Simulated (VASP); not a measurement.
# LiH (R3m) in VASP: further runs

Runs on LiH. Level: LDA. Tasks: single point.

Everything below comes from runs of VASP 6.6.1. Logs are shortened: lines on timing, memory, paths and dates and some standing lists are left out, and cuts for length are marked.

## (1) The cell of the first run

The structure is trigonal, space group R3m (No. 160). The conventional cell has a = 2.874 Å, b = 2.874 Å, c = 7.041 Å, α = 90.00°, β = 90.00°, γ = 120.00°. Within 2.6 Å of Li (site symmetry 3m) lie 6 H at 1.98 to 2.09 Å. Within 2.6 Å of H (site symmetry 3m) lie 6 Li at 1.98 to 2.09 Å.

## (2) Single point, LDA (all H atoms moved -0.100 Å, as atom 2 along Cartesian [1 1 1])

Contents of INCAR:

```
SYSTEM = LiH
PREC     = Accurate       ! precision mode
ENCUT    = 520            ! plane-wave cutoff, eV
EDIFF    = 1E-6           ! SCF threshold, eV
ISMEAR   = 0              ! smearing method
SIGMA    = 0.05           ! smearing width, eV
LREAL    = .FALSE.        ! projectors in reciprocal space
LASPH    = .TRUE.         ! aspherical terms in the spheres
NELM     = 100            ! most SCF steps
ALGO     = Normal         ! electronic algorithm
ISIF     = 2              ! what is computed and relaxed
LWAVE    = .FALSE.        ! write WAVECAR
LCHARG   = .FALSE.        ! write CHGCAR
GGA      = CA             ! functional
NBANDS   = 9              ! bands
```

Contents of KPOINTS:

```
regular mesh
0
G
  10 10 10
  0 0 0
```

Contents of POSCAR:

```
LiH
1.0
    0.0000000000      2.0325000000      2.0325000000
    2.0325000000      0.0000000000      2.0325000000
    2.0325000000      2.0325000000      0.0000000000
Li H
1 1
Direct
    0.0000000000      0.0000000000      0.0000000000
    0.4857970413      0.4857970413      0.4857970413
```

Potentials or basis: VASP PAW LDA potentials, release 64 (Li_sv, H).

Launch:

```sh
> cat potpaw_LDA.64/Li_sv/POTCAR potpaw_LDA.64/H/POTCAR > POTCAR
> mpirun -np 1 vasp_std > vasp.out
```

OUTCAR:

```text
SYSTEM = LiH
   PREC = Accurate
   ENCUT = 520
   EDIFF = 1E-6
   ISMEAR = 0
   LREAL = .FALSE.
   LASPH = .TRUE.
   NELM = 100
   ISIF = 2
   GGA = CA

 ion  position               nearest neighbor table
   1  0.000  0.000  0.000-
   2  0.486  0.486  0.486-

  LATTYP: Found a face centered cubic cell.
 ALAT       =     4.0650000000

  Lattice vectors:

 A1 = (   0.0000000000,   2.0325000000,   2.0325000000)
 A2 = (   2.0325000000,   0.0000000000,   2.0325000000)
 A3 = (   2.0325000000,   2.0325000000,   0.0000000000)

Analysis of symmetry for initial positions (statically):
=====================================================================
 Subroutine PRICEL returns:
 Original cell was already a primitive cell.

 Routine SETGRP: Setting up the symmetry group for a
 face centered cubic supercell.

 Subroutine GETGRP returns: Found  6 space group operations
 (whereof  6 operations were pure point group operations)
 out of a pool of 48 trial point group operations.

The static configuration has the point symmetry C_3v.

Analysis of symmetry for dynamics (positions and initial velocities):
=====================================================================
 Subroutine PRICEL returns:
 Original cell was already a primitive cell.

 Routine SETGRP: Setting up the symmetry group for a
 face centered cubic supercell.

 Subroutine GETGRP returns: Found  6 space group operations
 (whereof  6 operations were pure point group operations)
 out of a pool of 48 trial point group operations.

The dynamic configuration has the point symmetry C_3v.

 Subroutine INISYM returns: Found  6 space group operations
 (whereof  6 operations are pure point group operations),
 and found     1 'primitive' translations

----------------------------------------------------------------------------------------

                                     Primitive cell

  volume of cell :      16.7927

  direct lattice vectors                    reciprocal lattice vectors
     0.000000000  2.032500000  2.032500000    -0.246002460  0.246002460  0.246002460
     2.032500000  0.000000000  2.032500000     0.246002460 -0.246002460  0.246002460
     2.032500000  2.032500000  0.000000000     0.246002460  0.246002460 -0.246002460

  length of vectors
     2.874389066  2.874389066  2.874389066     0.426088760  0.426088760  0.426088760

  position of ions in fractional coordinates (direct lattice)
     0.000000000  0.000000000  0.000000000
     0.485797041  0.485797041  0.485797041

  ion indices of the primitive-cell ions
   primitive index   ion index
                 1           1
                 2           2

----------------------------------------------------------------------------------------

 KPOINTS: regular mesh

Automatic generation of k-mesh.
 Grid dimensions read from file:
 generate k-points for:   10   10   10

 Generating k-lattice:

  Cartesian coordinates                     Fractional coordinates (reciprocal lattice)
    -0.024600246  0.024600246  0.024600246     0.100000000  0.000000000  0.000000000
     0.024600246 -0.024600246  0.024600246     0.000000000  0.100000000  0.000000000
     0.024600246  0.024600246 -0.024600246     0.000000000  0.000000000  0.100000000

  Length of vectors
     0.042608876  0.042608876  0.042608876

  Shift w.r.t. Gamma in fractional coordinates (k-lattice)
     0.000000000  0.000000000  0.000000000

 Subroutine IBZKPT returns following result:
 ===========================================

 Found    116 irreducible k-points:

 Following reciprocal coordinates:
            Coordinates               Weight
  0.000000  0.000000  0.000000      1.000000
  0.100000  0.000000  0.000000      6.000000
  0.100000  0.100000  0.100000      2.000000
  0.200000  0.000000  0.000000      6.000000
  0.200000  0.200000  0.200000      2.000000
  0.300000  0.000000  0.000000      6.000000
[... 16 lines left out ...]
  0.100000  0.100000 -0.400000      6.000000
  0.500000  0.400000  0.500000      6.000000
 [... further k-points ...]
   k-points           NKPTS =    116   k-points in BZ     NKDIM =    116   number of bands    NBANDS=      9
   number of dos      NEDOS =    301   number of ions     NIONS =      2
   total plane-waves  NPLWV =  13824
   dimension x,y,z NGX =    24 NGY =   24 NGZ =   24
   dimension x,y,z NGXF=    48 NGYF=   48 NGZF=   48
   ions per type =               1   1
   NGX,Y,Z   is equivalent  to a cutoff of  13.88, 13.88, 13.88 a.u.
   NGXF,Y,Z  is equivalent  to a cutoff of  27.76, 27.76, 27.76 a.u.
 SYSTEM =  LiH
   PREC   = accura    normal or accurate (medium, high low for compatibility)
   ISTART =      0    job   : 0-new  1-cont  2-samecut
   ICHARG =      2    charge: 1-file 2-atom 10-const
   ISPIN  =      1    spin polarized calculation?
   LNONCOLLINEAR =      F non collinear calculations
   LSORBIT =      F    spin-orbit coupling
   LASPH  =      T    aspherical Exc in radial PAW
   ENCUT  =  520.0 eV  38.22 Ry    6.18 a.u.   5.34  5.34  5.34*2*pi/ulx,y,z
   NELM   =    100;   NELMIN=  2; NELMDL= -5     # of ELM steps
   EDIFF  = 0.1E-05   stopping-criterion for ELM
   LREAL  =      F    real-space projection
   EDIFFG = 0.1E-04   stopping-criterion for IOM
   NSW    =      0    number of steps for IOM
   IBRION =     -1    ionic relax: 0-MD 1-quasi-New 2-CG
   NFREE  =      0    steps in history (QN), initial steepest desc. (CG)
   ISIF   =      2    stress and relaxation
   ISYM   =      2    0-nonsym 1-usesym 2-fastsym
   POTIM  = 0.5000    time-step for ionic-motion
   TEBEG  =    0.0;   TEEND  =   0.0 temperature during run
   PSTRESS=    0.0 pullay stress
   NELECT =       4.0000    total number of electrons
   NUPDOWN=      -1.0000    fix difference up-down
   EMIN   =  10.00;   EMAX   =-10.00  energy-range for DOS
   EFERMI =   0.00;   METHOD = LEGACY
   ISMEAR =     0;   SIGMA  =   0.05  broadening in eV -4-tet -1-fermi 0-gaus
   EFERMI_NEDOS =   21; number of points for ismear=-14 and -15
   IALGO  =     38    algorithm
   IMIX   =      4    mixing-type and parameters
     AMIX     =   0.40;   BMIX     =  1.00
     AMIX_MAG =   1.60;   BMIX_MAG =  1.00
  volume/ion in A,a.u.               =       8.40        56.66
  Fermi-wavevector in a.u.,A,eV,Ry     =   1.014817  1.917726 14.012000  1.029853
  Thomas-Fermi vector in A             =   2.148066
   LORBIT       =      0    0 simple, 1 ext, 2 COOP (PROOUT), +10 PAW based schemes
   GGA     = CA    functional components
   LHFCALC =     F    Hartree Fock is set to
   AEXX    =    0.0000 exact exchange contribution
   IVDW    =     0    specifies the selected vdW correction
   LEPSILON=     F    determine dielectric tensor
   LRPA    =     F    only Hartree local field effects (RPA)
 non-spin polarized calculation
 Gauss-broadening in eV      SIGMA  =   0.05
  energy-cutoff  :      520.00
  volume of cell :       16.79
 maximum number of plane-waves:       465
 NGX is ok and might be reduce to    24
   NGX = 11   NGY = 11   NGZ = 11

 number of electron       3.9999998 magnetization

 Free energy of the ion-electron system (eV)
  ---------------------------------------------------
  ext. energy  EPLUGINS =         0.00000000
  ---------------------------------------------------
  free energy    TOTEN  =        -6.46739432 eV

  energy without entropy =       -6.46739432  energy(sigma->0) =       -6.46739432

 E-fermi :   0.2189     XC(G=0):  -8.6674

 val. band max:       -0.0209921618   @ k =   0.5000   0.5000   0.0000
 cond. band min:       2.6840515558   @ k =   0.5000   0.5000   0.0000
 fundamental gap:      2.7050437175
 Fermi energy:         0.2188637191

 k-point     1 :       0.0000    0.0000    0.0000
  band No.  band energies     occupation
      1     -43.4927      2.00000
      2      -5.3902      2.00000
      3      15.3417      0.00000
      4      16.9924      0.00000
      5      16.9924      0.00000
      6      17.3077      0.00000
      7      21.7097      0.00000
      8      21.7375      0.00000
      9      21.7375      0.00000

 k-point     2 :       0.1000    0.0000    0.0000
  band No.  band energies     occupation
      1     -43.4884      2.00000
      2      -5.2181      2.00000
      3      13.9695      0.00000
      4      16.0042      0.00000
      5      16.6258      0.00000
      6      16.9574      0.00000
      7      21.1836      0.00000
      8      22.5002      0.00000
      9      22.5292      0.00000

 k-point     3 :       0.1000    0.1000    0.1000
  band No.  band energies     occupation
      1     -43.4884      2.00000
      2      -5.2172      2.00000
      3      13.8975      0.00000
      4      16.3874      0.00000
      5      16.6283      0.00000
      6      16.6283      0.00000
      7      21.1946      0.00000
      8      22.5162      0.00000
      9      22.5162      0.00000

 k-point     4 :       0.2000    0.0000    0.0000
  band No.  band energies     occupation
      1     -43.4773      2.00000
      2      -4.7142      2.00000
      3      10.8178      0.00000
      4      14.9377      0.00000
      5      16.0213      0.00000
      6      16.2051      0.00000
      7      21.9452      0.00000
      8      22.3634      0.00000
      9      22.3653      0.00000

 k-point     5 :       0.2000    0.2000    0.2000
  band No.  band energies     occupation
      1     -43.4773      2.00000
      2      -4.7108      2.00000
      3      10.7654      0.00000
      4      15.1469      0.00000
      5      16.0281      0.00000
      6      16.0281      0.00000
      7      21.9871      0.00000
      8      22.3294      0.00000
      9      22.3294      0.00000

 k-point     6 :       0.3000    0.0000    0.0000
  band No.  band energies     occupation
      1     -43.4633      2.00000
      2      -3.9346      2.00000
      3       7.7627      0.00000
      4      14.0220      0.00000
      5      15.6386      0.00000
      6      15.7231      0.00000
      7      20.3802      0.00000
      8      20.3972      0.00000
      9      23.4534      0.00000
[... 169 lines left out ...]
 k-point    21 :       0.4000    0.3000    0.4000
  band No.  band energies     occupation
      1     -43.4531      2.00000
      2      -3.1473      2.00000
      3       6.1127      0.00000
      4      12.3085      0.00000
      5      13.8548      0.00000
      6      15.8635      0.00000
      7      20.6266      0.00000
      8      21.5487      0.00000
      9      23.7379      0.00000

 k-point    22 :       0.5000    0.1000    0.0000
  band No.  band energies     occupation
      1     -43.4464      2.00000
      2      -2.4919      2.00000
      3       4.6888      0.00000
      4      11.7121      0.00000
      5      14.2876      0.00000
      6      15.2252      0.00000
      7      20.0585      0.00000
      8      20.9291      0.00000
      9      25.8553      0.00000

 k-point    23 :       0.1000    0.1000   -0.4000
  band No.  band energies     occupation
      1     -43.4464      2.00000
      2      -2.4922      2.00000
      3       4.6912      0.00000
      4      11.7192      0.00000
      5      14.2450      0.00000
      6      15.2356      0.00000
      7      20.2865      0.00000
      8      20.7230      0.00000
      9      25.8612      0.00000

 k-point    24 :       0.5000    0.4000    0.5000
  band No.  band energies     occupation
      1     -43.4465      2.00000
      2      -2.4717      2.00000
      3       4.6380      0.00000
      4      11.7606      0.00000
      5      14.2537      0.00000
      6      15.2200      0.00000
      7      20.2668      0.00000
      8      20.7181      0.00000
      9      25.8740      0.00000

 [... further k-points ...]
[... 5 lines left out ...]
  --------------------------------------------------------------------------------------
  -------------------------------------------------------------------------------------
  Total       -0.4151495     -0.4151495     -0.4151495     -0.0021879     -0.0021879     -0.0021879
  in kB      -39.6089602    -39.6089602    -39.6089602     -0.2087492     -0.2087492     -0.2087492
  external PRESSURE =     -39.6089602 kB  Pullay stress =       0.0000000 kB

 VOLUME and BASIS-vectors are now :
 -----------------------------------------------------------------------------
  energy-cutoff  :      520.00
  volume of cell :       16.79
      direct lattice vectors                 reciprocal lattice vectors
     0.000000000  2.032500000  2.032500000    -0.246002460  0.246002460  0.246002460
     2.032500000  0.000000000  2.032500000     0.246002460 -0.246002460  0.246002460
     2.032500000  2.032500000  0.000000000     0.246002460  0.246002460 -0.246002460

 POSITION                                       TOTAL-FORCE (eV/Angst)
 -----------------------------------------------------------------------------------
      0.00000      0.00000      0.00000        -0.053074     -0.053074     -0.053074
      1.97476      1.97476      1.97476         0.053074      0.053074      0.053074
 -----------------------------------------------------------------------------------
    total drift:                                0.000006      0.000006      0.000006

  FREE ENERGIE OF THE ION-ELECTRON SYSTEM (eV)
  ---------------------------------------------------
  free  energy   TOTEN  =        -6.4673943181 eV

  energy  without entropy=       -6.4673943181  energy(sigma->0) =       -6.46739432
```

Wall time 8.5 s (1 thread of Intel Xeon Platinum 8259CL at 2.50GHz (Skylake/Cascade Lake), shared host); peak memory 0.13 GiB.

Results:

```
Free energy            : -6.4674 eV
Largest force          : 0.092 eV/Å
Band gap on the k mesh : 2.71 eV
```

Forces in eV/Å, atoms in the order of the input:
```
Li  -0.053 -0.053 -0.053
H    0.053  0.053  0.053
```

Levels at points of the mesh, in eV from the valence-band top:
| k point | band 1 | band 2 | band 3 | band 4 | band 5 |
| --- | --- | --- | --- | --- | --- |
| (0.00, 0.00, 0.00) | -43.47 | -5.37 | 15.36 | 17.01 | 17.01 |
| (0.50, 0.00, 0.00) | -43.43 | -2.62 | 4.56 | 13.20 | 15.60 |
| (0.50, 0.50, 0.50) | -43.43 | -2.60 | 4.51 | 13.25 | 15.63 |
| (0.50, 0.50, 0.00) | -43.41 | 0.00 | 2.71 | 10.22 | 10.22 |

Caveat: the cell differs from its parent crystal (all H atoms moved -0.100 Å, as atom 2 along Cartesian [1 1 1]); the cutoff is under 1.25 times the usual one of these potentials, so pressure, stress and relaxed cells hold a basis-set (Pulay) error. A k mesh can miss the band edges.

(Part 1 of 2 ends here.)
